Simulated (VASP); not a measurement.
# H11C2NO4 in VASP: notebook, part 2 of 2

VASP 6.6.1. Earlier steps stand in the parts before.

### 3 Single point, PBE

File INCAR:

```
ALGO = Normal ; EDIFF = 1E-6
ENCUT = 520 ; GGA = PE
GGA_COMPAT = F ; ISIF = 2
ISMEAR = -1 ; LASPH = T
LCHARG = F ; LREAL = F
LWAVE = F ; NBANDS = 39
NELM = 120 ; PREC = Accurate
SIGMA = 0.02
```

File KPOINTS:

```
k-points
0
Gamma
  1 1 1
```

File POSCAR:

```
H11C2NO4
1.0
    5.4914470000      0.0000000000      0.0000000000
    0.0000000000      5.4914470000      0.0000000000
    0.0000000000      0.0000000000      5.4914470000
O H C N
4 11 2 1
Direct
    0.5042568926      0.4459480352      0.5798471696
    0.8064905297      0.5057865441      1.0481754627
    0.1005563743      0.2136049023      0.7506764610
    0.8807150465      0.8023204084      0.5620376560
    0.6061243967      0.5824694293      0.5555912677
    0.5884787744      0.3007404059      0.5194077262
    0.6981948474      0.4893974211      0.9070651142
    0.7605827754      0.3575924524      1.1481309025
    0.2343462479      0.3338464343      0.7275131673
   -0.0057361930      0.2936202425      0.8633607863
    0.9181915076      0.9687974772      0.6103855687
    0.9132019302      0.8052522404      0.3830138031
    0.3190598034      0.6035931877      0.0899944951
    0.0997551283      0.8358088497      0.0115088063
    0.3818847746      0.7949817234     -0.1715212766
    0.2964610238      0.7893547912      0.0117819584
    0.4522123222      0.9521898327      0.1352466845
    0.5786817209      1.0987814323      0.2192500447
```

Potentials or basis: VASP PAW PBE potentials, release 64 (O, H, C, N).

Run with:

```console
> cat potpaw_PBE.64/O/POTCAR potpaw_PBE.64/H/POTCAR potpaw_PBE.64/C/POTCAR potpaw_PBE.64/N/POTCAR > POTCAR
> mpirun -np 1 vasp_gam > vasp.out
```

OUTCAR:

```text
EDIFF = 1E-6
   ENCUT = 520
   GGA = PE
   ISIF = 2
   ISMEAR = -1
   LASPH = T
   LREAL = F
   NELM = 120
   PREC = Accurate

 ion  position               nearest neighbor table
   1  0.504  0.446  0.580-   5 0.94   6 0.98
   2  0.806  0.506  0.048-   7 0.98   8 1.01
   3  0.101  0.214  0.751-  10 0.96   9 1.00
   4  0.881  0.802  0.562-  11 0.97  12 1.00
   5  0.606  0.582  0.556-   1 0.94
   6  0.588  0.301  0.519-   1 0.98
   7  0.698  0.489  0.907-   2 0.98
   8  0.761  0.358  0.148-   2 1.01
   9  0.234  0.334  0.728-   3 1.00
  10  0.994  0.294  0.863-   3 0.96
  11  0.918  0.969  0.610-   4 0.97
  12  0.913  0.805  0.383-   4 1.00
  13  0.319  0.604  0.090-  16 1.11
  14  0.100  0.836  0.012-  16 1.11
  15  0.382  0.795  0.828-  16 1.11
  16  0.296  0.789  0.012-  14 1.11  15 1.11  13 1.11  17 1.41
  17  0.452  0.952  0.135-  18 1.16  16 1.41
  18  0.579  0.099  0.219-  17 1.16

  LATTYP: Found a simple cubic cell.
 ALAT       =     5.4914470000

  Lattice vectors:

 A1 = (   5.4914470000,   0.0000000000,   0.0000000000)
 A2 = (   0.0000000000,   5.4914470000,   0.0000000000)
 A3 = (   0.0000000000,   0.0000000000,   5.4914470000)

Analysis of symmetry for initial positions (statically):
=====================================================================
 Subroutine PRICEL returns:
 Original cell was already a primitive cell.

 Routine SETGRP: Setting up the symmetry group for a
 simple cubic supercell.

 Subroutine GETGRP returns: Found  1 space group operations
 (whereof  1 operations were pure point group operations)
 out of a pool of 48 trial point group operations.

The static configuration has the point symmetry C_1 .

[... 138 lines left out ...]
   IMIX   =      4    mixing-type and parameters
     AMIX     =   0.40;   BMIX     =  1.00
     AMIX_MAG =   1.60;   BMIX_MAG =  1.00
  volume/ion in A,a.u.               =       9.20        62.08
  Fermi-wavevector in a.u.,A,eV,Ry     =   1.083432  2.047390 15.970866  1.173826
  Thomas-Fermi vector in A             =   2.219498
   LORBIT       =      0    0 simple, 1 ext, 2 COOP (PROOUT), +10 PAW based schemes
   GGA     = PE    functional components
   LHFCALC =     F    Hartree Fock is set to
   AEXX    =    0.0000 exact exchange contribution
   IVDW    =     0    specifies the selected vdW correction
   LEPSILON=     F    determine dielectric tensor
   LRPA    =     F    only Hartree local field effects (RPA)
 non-spin polarized calculation
  energy-cutoff  :      520.00
  volume of cell :      165.60
 maximum number of plane-waves:      2229
 NGX is ok and might be reduce to    42
   NGX = 21   NGY = 21   NGZ = 21

 number of electron      48.0000001 magnetization

 Free energy of the ion-electron system (eV)
  ---------------------------------------------------
  ext. energy  EPLUGINS =         0.00000000
  ---------------------------------------------------
  free energy    TOTEN  =       -94.99263862 eV

  energy without entropy =      -94.99263862  energy(sigma->0) =      -94.99263862

 E-fermi :  -2.4213     XC(G=0):  -7.5158

 val. band max:       -2.9429459148   @ k =   0.0000   0.0000   0.0000
 cond. band min:       2.3213837368   @ k =   0.0000   0.0000   0.0000
 fundamental gap:      5.2643296516
 Fermi energy:        -2.4212615367

 k-point     1 :       0.0000    0.0000    0.0000
  band No.  band energies     occupation
      1     -21.7583      2.00000
      2     -21.1764      2.00000
      3     -20.9513      2.00000
      4     -20.6705      2.00000
      5     -19.3557      2.00000
      6     -15.4310      2.00000
[... 28 lines left out ...]
     35       8.6461      0.00000
     36       9.0576      0.00000
 [bands above 36 left out]

------------------------ aborting loop because EDIFF is reached ----------------------------------------

  FORCE on cell =-STRESS in cart. coord.  units (eV):
  Direction    XX          YY          ZZ          XY          YZ          ZX
  --------------------------------------------------------------------------------------
  -------------------------------------------------------------------------------------
  Total        1.1352094      2.4414224      1.7594814      0.5345174      1.6505323     -0.0337592
  in kB       10.9831312     23.6207191     17.0229518      5.1714464     15.9688709     -0.3266200
  external PRESSURE =      17.2089340 kB  Pullay stress =       0.0000000 kB

 VOLUME and BASIS-vectors are now :
 -----------------------------------------------------------------------------
  energy-cutoff  :      520.00
  volume of cell :      165.60
      direct lattice vectors                 reciprocal lattice vectors
     5.491447000  0.000000000  0.000000000     0.182101366  0.000000000  0.000000000
     0.000000000  5.491447000  0.000000000     0.000000000  0.182101366  0.000000000
     0.000000000  0.000000000  5.491447000     0.000000000  0.000000000  0.182101366

 POSITION                                       TOTAL-FORCE (eV/Angst)
 -----------------------------------------------------------------------------------
      2.76910      2.44890      3.18420        -1.178759     -1.443715      0.819793
      4.42880      2.77750      0.26455         0.003188     -0.960063      0.542050
      0.55220      1.17300      4.12230         0.966911     -0.058750     -0.603741
      4.83640      4.40590      3.08640        -0.020609     -0.445905     -1.327943
      3.32850      3.19860      3.05100         1.445474      1.554793     -0.379440
      3.23160      1.65150      2.85230        -0.114853      0.174241     -0.331631
[... 10 lines left out ...]
      2.48330      5.22890      0.74270        -0.692949      0.165246      0.184817
      3.17780      0.54245      1.20400         0.639160      0.328182      0.462206
 -----------------------------------------------------------------------------------
    total drift:                               -0.000324      0.001089     -0.000222

  FREE ENERGIE OF THE ION-ELECTRON SYSTEM (eV)
  ---------------------------------------------------
  free  energy   TOTEN  =       -94.9926386216 eV

  energy  without entropy=      -94.9926386216  energy(sigma->0) =      -94.99263862
```

OSZICAR:

```text
N       E                     dE             d eps       ncg     rms          rms(c)
DAV:   1     0.348695594464E+03    0.34870E+03   -0.26364E+04    78   0.114E+03
DAV:   2    -0.764569391468E+02   -0.42515E+03   -0.40863E+03   108   0.289E+02
DAV:   3    -0.103962270338E+03   -0.27505E+02   -0.27262E+02   100   0.768E+01
DAV:   4    -0.104313069063E+03   -0.35080E+00   -0.35049E+00   100   0.101E+01
DAV:   5    -0.104317556869E+03   -0.44878E-02   -0.44877E-02   100   0.110E+00    0.185E+01
DAV:   6    -0.956126622842E+02    0.87049E+01   -0.21831E+01    93   0.233E+01    0.799E+00
DAV:   7    -0.951265021321E+02    0.48616E+00   -0.13108E+00   100   0.578E+00    0.477E+00
DAV:   8    -0.949909095102E+02    0.13559E+00   -0.34132E-01    92   0.329E+00    0.122E+00
DAV:   9    -0.949894329536E+02    0.14766E-02   -0.30601E-02    92   0.116E+00    0.353E-01
DAV:  10    -0.949915522536E+02   -0.21193E-02   -0.90015E-03    92   0.599E-01    0.180E-01
DAV:  11    -0.949924365508E+02   -0.88430E-03   -0.21589E-03    92   0.278E-01    0.795E-02
DAV:  12    -0.949926013418E+02   -0.16479E-03   -0.25066E-04    92   0.914E-02    0.314E-02
DAV:  13    -0.949926385490E+02   -0.37207E-04   -0.66060E-05    92   0.467E-02    0.822E-03
DAV:  14    -0.949926386216E+02   -0.72594E-07   -0.33894E-06    92   0.121E-02
   1 F= -.94992639E+02 E0= -.94992639E+02  d E =-.525158E-11
```

stdout:

```text
POSCAR found type information on POSCAR O H C N
 POSCAR found :  4 types and      18 ions
 scaLAPACK will be used
 -----------------------------------------------------------------------------
|                                                                             |
|                                                                             |
|     You have a (more or less) 'large supercell' and for larger cells it     |
|     might be more efficient to use real-space projection operators.         |
|     Therefore, try LREAL= Auto in the INCAR file.                           |
|     Mind: For very accurate calculation, you might also keep the            |
|     reciprocal projection scheme (i.e. LREAL=.FALSE.).                      |
|                                                                             |
 -----------------------------------------------------------------------------

 LDA part: xc-table for (Slater+PW92), standard interpolation
 POSCAR, INCAR and KPOINTS ok, starting setup
 FFT: planning ... GRIDC
 FFT: planning ... GRID_SOFT
 FFT: planning ... GRID
 WAVECAR not read
 entering main loop
```

Run time: 11 s. Hardware: 1 thread of Intel Xeon Platinum 8375C at 2.90GHz (Ice Lake), shared host; peak memory 0.23 GiB.

Results:

```yaml
Free_energy: -94.9926 eV
Pressure: 1.7 GPa
Largest_force: 2.157 eV/Å
Band_gap_on_the_k_mesh: 5.26 eV
```

Forces in eV/Å, atoms in the order of the input:
```
O   -1.179 -1.444  0.820
O    0.003 -0.960  0.542
O    0.967 -0.059 -0.604
O   -0.021 -0.446 -1.328
H    1.445  1.555 -0.379
H   -0.115  0.174 -0.332
H   -0.046  0.136 -0.056
H    0.015  0.871 -0.496
H   -0.423 -0.495 -0.413
H   -0.657  0.772  0.836
H    0.433  0.411  0.273
H   -0.325 -0.195  1.046
H   -0.010  0.114 -0.153
H    0.538  0.123 -0.150
H   -0.893 -0.306 -0.110
C    0.319 -0.746 -0.142
C   -0.693  0.165  0.185
N    0.639  0.328  0.462
```

Levels at points of the mesh, in eV from the valence-band top:
```csv
k point,band 20,band 21,band 22,band 23,band 24,band 25,band 26,band 27,band 28,band 29
"(0.00, 0.00, 0.00)",-1.44,-0.66,-0.43,-0.07,0.00,5.26,6.12,6.25,8.45,8.70
```

Caveat: the k points lie up to 1.14 Å⁻¹ apart.

### 4 Single point, PBE

File INCAR:

```
SYSTEM = H11C2NO4
PREC = Accurate
ENCUT = 520
EDIFF = 1E-6
ISMEAR = -1
SIGMA = 0.02
LREAL = .FALSE.
LASPH = .TRUE.
NELM = 120
ALGO = Normal
ISIF = 2
LWAVE = .FALSE.
LCHARG = .FALSE.
GGA = PE
NBANDS = 39
GGA_COMPAT = .FALSE.
```

File KPOINTS:

```
Automatic mesh
0
G
  1 1 1
  0 0 0
```

File POSCAR:

```
H11C2NO4
1.0
    5.4914470000      0.0000000000      0.0000000000
    0.0000000000      5.4914470000      0.0000000000
    0.0000000000      0.0000000000      5.4914470000
O H C N
4 11 2 1
Direct
    0.5002142423      0.4279382101      0.5967825966
    0.8022293578      0.5074436665      1.0721764227
    0.0879367496      0.2144971990      0.7755150874
    0.8783841490      0.7961107519      0.5599981207
    0.5749122226      0.5803752636      0.5271652444
    0.5896260130      0.3035447670      0.5202453925
    0.7131453695      0.5463040980      0.9127830971
    0.7271125443      0.3600326107      1.1330346992
    0.2051189787      0.3240129605      0.7175522226
   -0.0196487374      0.3219005847      0.8714460870
    0.8920599616      0.9592917859      0.6230780339
    0.8588264623      0.8135014323      0.3860731061
    0.2856806230      0.5781718370      0.0699633448
    0.1002468020      0.8433842665      0.1077675884
    0.2537400434      0.7795941580     -0.1724499936
    0.2730792084      0.7684495544      0.0274244657
    0.4320719111      0.9466721613      0.1511623439
    0.5552088548      1.0921529426      0.2426864905
```

Run with:

```console
> cat potpaw_PBE.64/O/POTCAR potpaw_PBE.64/H/POTCAR potpaw_PBE.64/C/POTCAR potpaw_PBE.64/N/POTCAR > POTCAR
> mpirun -np 1 vasp_gam > vasp.out
```

It took 13 s on 1 thread of Intel Xeon Platinum 8375C at 2.90GHz (Ice Lake), shared host; peak memory 0.24 GiB.

Results (log left out):

| Property | Result |
| --- | --- |
| Free energy | -94.7712 eV |
| Pressure | 1.7 GPa |
| Largest force | 3.008 eV/Å |
| Band gap on the k mesh | 5.24 eV |

Forces on the atoms (eV/Å):
```
O   -0.370  2.897  0.721
O   -0.305  1.128 -1.841
O   -1.967 -1.161  0.955
O   -0.194 -0.947  0.181
H   -0.364 -0.847  0.703
H    0.744 -1.611 -1.011
H    0.661 -0.533  1.429
H   -0.593 -0.638  0.277
H    1.854  1.214 -1.206
H    0.072 -0.160  0.172
H    0.445  0.878  0.298
H   -0.015 -0.002 -0.384
H    0.497 -0.765  0.840
H   -0.068 -0.712 -0.641
H    0.325  0.581  0.250
C   -0.708  2.483  0.931
C   -0.360 -2.018 -1.852
N    0.347  0.213  0.179
```

Stress tensor (GPa, compression positive):
```
 2.55  0.02 -2.59
 0.02  2.46 -0.89
-2.59 -0.89  0.19
```

Levels at points of the mesh, in eV from the valence-band top:
```tsv
k point	band 22	band 23	band 24	band 25	band 26	band 27
(0.00, 0.00, 0.00)	-0.59	-0.24	0.00	5.24	5.78	6.27
```

Caveat: the k points lie up to 1.14 Å⁻¹ apart.
